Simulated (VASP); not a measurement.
# CsCl (Pm-3m) in VASP: single point with PBE0

Aim: the single point of CsCl with PBE0.

All numbers are computed with VASP 6.6.1; they aren't measurements. Logs are shortened: lines on timing, memory, paths and dates and some standing lists are left out, and cuts for length are marked.

## 1. The cell of the first run

Symmetry: Pm-3m, No. 221, cubic system. Conventional cell: a = 4.140 Å, b = 4.140 Å, c = 4.140 Å, α = 90.00°, β = 90.00°, γ = 90.00°. Cs (site symmetry m-3m) has 8 Cl at 3.59 Å and 6 Cs at 4.14 Å within 4.7 Å. Cl (site symmetry m-3m) has 8 Cs at 3.59 Å and 6 Cl at 4.14 Å within 4.7 Å.

## 2. Single point, PBE0

Contents of POSCAR:

```
CsCl
1.0
    4.1399691800      0.0000000000      0.0000000000
    0.0000000000      4.1399691800      0.0000000000
    0.0000000000      0.0000000000      4.1399691800
Cs Cl
1 1
Direct
    0.0000000000      0.0000000000      0.0000000000
    0.5000000000      0.5000000000      0.5000000000
```

Contents of INCAR.step1:

```
PREC = Accurate ; ENCUT = 400
EDIFF = 1E-5 ; ISMEAR = -1
SIGMA = 0.02 ; LREAL = F
LASPH = T ; NELM = 120
ALGO = Normal ; ISIF = 2
LWAVE = T ; LCHARG = F
GGA = PE ; NBANDS = 15
GGA_COMPAT = F
```

Contents of INCAR.step2:

```
PREC = Accurate ; ENCUT = 400
EDIFF = 1E-6 ; ISMEAR = -1
SIGMA = 0.02 ; LREAL = F
LASPH = T ; NELM = 120
ALGO = Normal ; ISIF = 2
LWAVE = F ; LCHARG = F
GGA = PE ; LHFCALC = T
AEXX = 0.25 ; PRECFOCK = Normal
ISTART = 1 ; NBANDS = 15
GGA_COMPAT = F
```

Contents of KPOINTS:

```
regular mesh
0
Gamma
  6 6 6
```

Potentials or basis: VASP PAW PBE potentials, release 64 (Cs_sv, Cl).

Started as:

```
cat potpaw_PBE.64/Cs_sv/POTCAR potpaw_PBE.64/Cl/POTCAR > POTCAR
cp INCAR.step1 INCAR
mpirun -np 1 vasp_std > vasp.out
cp INCAR.step2 INCAR
mpirun -np 1 vasp_std > vasp.out
```

OUTCAR:

```text
PREC = Accurate
   ENCUT = 400
   EDIFF = 1E-6
   ISMEAR = -1
   LREAL = F
   LASPH = T
   NELM = 120
   ISIF = 2
   GGA = PE
   LHFCALC = T
   AEXX = 0.25
   PRECFOCK = Normal
   ISTART = 1

 ion  position               nearest neighbor table
   1  0.000  0.000  0.000-
   2  0.500  0.500  0.500-

  LATTYP: Found a simple cubic cell.
 ALAT       =     4.1399691800

  Lattice vectors:

 A1 = (   4.1399691800,   0.0000000000,   0.0000000000)
 A2 = (   0.0000000000,   4.1399691800,   0.0000000000)
 A3 = (   0.0000000000,   0.0000000000,   4.1399691800)

Analysis of symmetry for initial positions (statically):
=====================================================================
 Subroutine PRICEL returns:
 Original cell was already a primitive cell.

 Routine SETGRP: Setting up the symmetry group for a
 simple cubic supercell.

 Subroutine GETGRP returns: Found 48 space group operations
 (whereof 48 operations were pure point group operations)
 out of a pool of 48 trial point group operations.

The static configuration has the point symmetry O_h .

Analysis of symmetry for dynamics (positions and initial velocities):
=====================================================================
 Subroutine PRICEL returns:
 Original cell was already a primitive cell.

 Routine SETGRP: Setting up the symmetry group for a
 simple cubic supercell.

 Subroutine GETGRP returns: Found 48 space group operations
 (whereof 48 operations were pure point group operations)
 out of a pool of 48 trial point group operations.

The dynamic configuration has the point symmetry O_h .

 Subroutine INISYM returns: Found 48 space group operations
 (whereof 48 operations are pure point group operations),
 and found     1 'primitive' translations

----------------------------------------------------------------------------------------

                                     Primitive cell

  volume of cell :      70.9564

  direct lattice vectors                    reciprocal lattice vectors
     4.139969180  0.000000000  0.000000000     0.241547692  0.000000000  0.000000000
     0.000000000  4.139969180  0.000000000     0.000000000  0.241547692  0.000000000
     0.000000000  0.000000000  4.139969180     0.000000000  0.000000000  0.241547692

  length of vectors
     4.139969180  4.139969180  4.139969180     0.241547692  0.241547692  0.241547692

[... 91 lines left out ...]
   EFERMI_NEDOS =   21; number of points for ismear=-14 and -15
   IALGO  =     38    algorithm
   IMIX   =      1    mixing-type and parameters
     AMIX     =   0.40;   BMIX     =  1.00
     AMIX_MAG =   1.60;   BMIX_MAG =  1.00
  volume/ion in A,a.u.               =      35.48       239.42
  Fermi-wavevector in a.u.,A,eV,Ry     =   0.996440  1.882998 13.509119  0.992892
  Thomas-Fermi vector in A             =   2.128528
   LORBIT       =      0    0 simple, 1 ext, 2 COOP (PROOUT), +10 PAW based schemes
   GGA     = PE    functional components
   LHFCALC =     T    Hartree Fock is set to
   PRECFOCK=normal    Normal, Fast or Accurate (Low or Medium for compatibility)
   ENCUT4O =  -1.0   cutoff for four orbital integrals eV
   NKREDX  =     1    reduce k-point grid by
   NKREDY  =     1    reduce k-point grid by
   NKREDZ  =     1    reduce k-point grid by
   AEXX    =    0.2500 exact exchange contribution
   HFSCREEN=    0.0000 screening length (either q_TF or 0.3 A-1)
   HFSCREENC=   0.0000 screening length for correlation (either q_TF or 0.3 A-1)
   ENCUTFOCK=  -1.0 apply spherical cutoff to Coloumb kernel
   IVDW    =     0    specifies the selected vdW correction
   LEPSILON=     F    determine dielectric tensor
   LRPA    =     F    only Hartree local field effects (RPA)
 non-spin polarized calculation
  energy-cutoff  :      400.00
  volume of cell :       70.96
 maximum number of plane-waves:      1328
 NGX is ok and might be reduce to    28
  NGX = 24; NGY = 24; NGZ = 24

 number of electron      16.0000001 magnetization

 Free energy of the ion-electron system (eV)
  ---------------------------------------------------
  ext. energy  EPLUGINS =         0.00000000
  ---------------------------------------------------
  free energy    TOTEN  =        -8.14816336 eV

  energy without entropy =       -8.14816336  energy(sigma->0) =       -8.14816336

 E-fermi :  -1.2833     XC(G=0):  -6.4749

 val. band max:       -1.7338280077   @ k =   0.0000   0.0000   0.0000
 cond. band min:       5.5079404934   @ k =   0.0000   0.0000   0.0000
 fundamental gap:      7.2417685011
 Fermi energy:        -1.2832772085

 k-point     1 :       0.0000    0.0000    0.0000
  band No.  band energies     occupation
      1     -22.3600      2.00000
      2     -15.0854      2.00000
      3      -7.8198      2.00000
      4      -7.8198      2.00000
      5      -7.8198      2.00000
      6      -1.7338      2.00000
      7      -1.7338      2.00000
      8      -1.7338      2.00000
      9       5.5079      0.00000
     10       5.7002      0.00000
     11       5.7002      0.00000
     12      10.5943      0.00000
     13      10.5943      0.00000
     14      10.5943      0.00000
[... 329 lines left out ...]
      2     -14.9090      2.00000
      3      -8.3623      2.00000
      4      -8.3623      2.00000
      5      -8.3623      2.00000
      6      -2.8820      2.00000
      7      -2.8820      2.00000
      8      -2.8820      2.00000
      9       8.9513      0.00000
     10       8.9513      0.00000
     11       8.9513      0.00000
     12      10.9053      0.00000
     13      10.9053      0.00000
     14      10.9053      0.00000
     15      13.1725      0.00000

------------------------ aborting loop because EDIFF is reached ----------------------------------------

  FORCE on cell =-STRESS in cart. coord.  units (eV):
  Direction    XX          YY          ZZ          XY          YZ          ZX
  --------------------------------------------------------------------------------------
  -------------------------------------------------------------------------------------
  Total        0.1393016      0.1393016      0.1393016      0.0000000     -0.0000000     -0.0000000
  in kB        3.1453967      3.1453967      3.1453967      0.0000000     -0.0000000     -0.0000000
  external PRESSURE =       3.1453967 kB  Pullay stress =       0.0000000 kB

 VOLUME and BASIS-vectors are now :
 -----------------------------------------------------------------------------
  energy-cutoff  :      400.00
  volume of cell :       70.96
      direct lattice vectors                 reciprocal lattice vectors
     4.139969180  0.000000000  0.000000000     0.241547692  0.000000000  0.000000000
     0.000000000  4.139969180  0.000000000     0.000000000  0.241547692  0.000000000
     0.000000000  0.000000000  4.139969180     0.000000000  0.000000000  0.241547692

 POSITION                                       TOTAL-FORCE (eV/Angst)
 -----------------------------------------------------------------------------------
      0.00000      0.00000      0.00000         0.000000      0.000000      0.000000
      2.06998      2.06998      2.06998         0.000000      0.000000      0.000000
 -----------------------------------------------------------------------------------
    total drift:                                0.000000      0.000000      0.000000

  FREE ENERGIE OF THE ION-ELECTRON SYSTEM (eV)
  ---------------------------------------------------
  free  energy   TOTEN  =        -8.1481633586 eV

  energy  without entropy=       -8.1481633586  energy(sigma->0) =       -8.14816336
```

OUTCAR.step1:

```text
PREC = Accurate
   ENCUT = 400
   EDIFF = 1E-5
   ISMEAR = -1
   LREAL = F
[... 575 lines left out ...]
      0.00000      0.00000      0.00000         0.000000      0.000000      0.000000
      2.06998      2.06998      2.06998         0.000000      0.000000      0.000000
 -----------------------------------------------------------------------------------
    total drift:                                0.000000      0.000000      0.000000

  FREE ENERGIE OF THE ION-ELECTRON SYSTEM (eV)
  ---------------------------------------------------
  free  energy   TOTEN  =        -6.5320140142 eV

  energy  without entropy=       -6.5320140142  energy(sigma->0) =       -6.53201401
```

Run time: 23 min. Hardware: 1 thread of AMD EPYC 9R45 (Zen 5), shared host; peak memory 0.15 GiB.

What came out:

```
Free energy            : -8.1482 eV
Pressure               : 0.3 GPa
Band gap on the k mesh : 7.24 eV
```

Levels at points of the mesh, in eV from the valence-band top:
| k point | band 5 | band 6 | band 7 | band 8 | band 9 | band 10 | band 11 | band 12 |
| --- | --- | --- | --- | --- | --- | --- | --- | --- |
| (0.00, 0.00, 0.00) | -6.09 | 0.00 | 0.00 | 0.00 | 7.24 | 7.43 | 7.43 | 12.33 |
| (0.50, 0.00, 0.00) | -5.93 | -1.22 | -0.25 | -0.25 | 8.52 | 9.72 | 10.94 | 11.36 |
| (0.50, 0.50, 0.00) | -5.84 | -0.46 | -0.46 | -0.06 | 8.00 | 8.08 | 10.15 | 10.15 |
| (0.50, 0.50, 0.50) | -6.63 | -1.15 | -1.15 | -1.15 | 10.69 | 10.69 | 10.69 | 12.64 |

Caveat: the PAW data sets were made with another functional, which shifts forces and pressure a little; spin-orbit coupling is left out, which moves the levels of the heavy elements. A k mesh can miss the band edges.
